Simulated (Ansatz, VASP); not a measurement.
**Nb2MoN3 in VASP and in Ansatz**

```
Nb Mo N
1.0
     5.08403    0.00000    0.00000
    -2.54201    4.40290    0.00000
     0.00000    0.00000    2.86504
Nb Mo N
2 1 3
Direct
  0.33333 0.66667 0.00000
  0.66667 0.33333 0.00000
  0.00000 0.00000 0.00000
  0.33318 0.00000 0.50000
  0.66682 0.66682 0.50000
  0.00000 0.33318 0.50000
```

Alike in both runs: functional PBE; k mesh 3 × 3 × 4; occupations gaussian, width 0.15 eV; collinear spin.

Ansatz relaxed the structure, and its values are those at the end. VASP's run is a single point on that final structure, the one shown.

|  | VASP | Ansatz |
| --- | --- | --- |
| version | VASP 6.6.1 | Ansatz 0.2.0 |
| potentials or method | VASP PAW PBE potentials, release 64 (Nb_sv, Mo_sv, N), cutoff 600 eV | scalar-relativistic, plane waves, PAW |
| valence electrons in the cell | 55 | 55 |

|  | VASP | Ansatz | Ansatz less VASP |
| --- | --- | --- | --- |
| gap on the k mesh at the Fermi level (eV) | none | none | - |
| pressure (GPa) | -0.6 | -0.3 | +0.35 |
| rms of the force components (eV/Å) | 0.005 | 0.007 | +0.0018 |
| net moment per atom (μB) | 0.00 | 0.00 | 0.000 |

A gap of «none» marks a metal or a gap that the smearing closes. Ansatz's warnings: seeded moment not kept.

The k mesh is coarse, so the values compare programs but aren't converged.
